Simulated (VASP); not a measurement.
A run of VASP 6.6.1 is set up as follows.

The input POSCAR:

```
Ba2SeS
1.0
    2.3098706321      1.3336044313      7.5494506747
   -2.3098706321      1.3336044313      7.5494506747
    0.0000000000     -2.6672088625      7.5494506747
S Se Ba
1 1 2
Direct
    1.0000000000      0.0000000000      0.0000000000
    0.5000000000      0.5000000000      0.5000000000
    0.2526674855      0.2526674855      0.2526674855
    0.7473325145      0.7473325145      0.7473325145
```

The input INCAR.step1:

```
SYSTEM = Ba2SeS
ALGO = Normal ; EDIFF = 1E-4
ENCUT = 520 ; GGA = PE
ISMEAR = 0 ; LASPH = .TRUE.
LCHARG = .FALSE. ; LREAL = .FALSE.
LWAVE = .TRUE. ; NBANDS = 24
NELM = 60 ; PREC = Accurate
SIGMA = 0.01
```

Contents of INCAR.step2:

```
SYSTEM = Ba2SeS
ALGO = Normal ; EDIFF = 1E-6
ENCUT = 520 ; ISIF = 2
ISMEAR = 0 ; ISTART = 1
LASPH = .TRUE. ; LCHARG = .FALSE.
LMIXTAU = .TRUE. ; LREAL = .FALSE.
LWAVE = .FALSE. ; METAGGA = R2SCAN
NBANDS = 24 ; NELM = 60
PREC = Accurate ; SIGMA = 0.01
```

Contents of KPOINTS:

```
k-points
0
G
  6 6 6
  0 0 0
```

Potentials or basis: VASP PAW PBE potentials, release 64 (S, Se, Ba_sv).

Launch:

```sh
$ cat potpaw_PBE.64/S/POTCAR potpaw_PBE.64/Se/POTCAR potpaw_PBE.64/Ba_sv/POTCAR > POTCAR
$ cp INCAR.step1 INCAR
$ mpirun -np 1 vasp_std > vasp.out
$ cp INCAR.step2 INCAR
$ mpirun -np 1 vasp_std > vasp.out
```

(1) Predict the pressure.

(2) Predict the band gap on the k mesh.

Answers

(1) 0.5 GPa.

(2) 2.35 eV (least direct gap 2.56 eV).

Caveat: the PAW data sets were made with another functional, which shifts forces and pressure a little; spin-orbit coupling is left out, which moves the levels of the heavy elements.
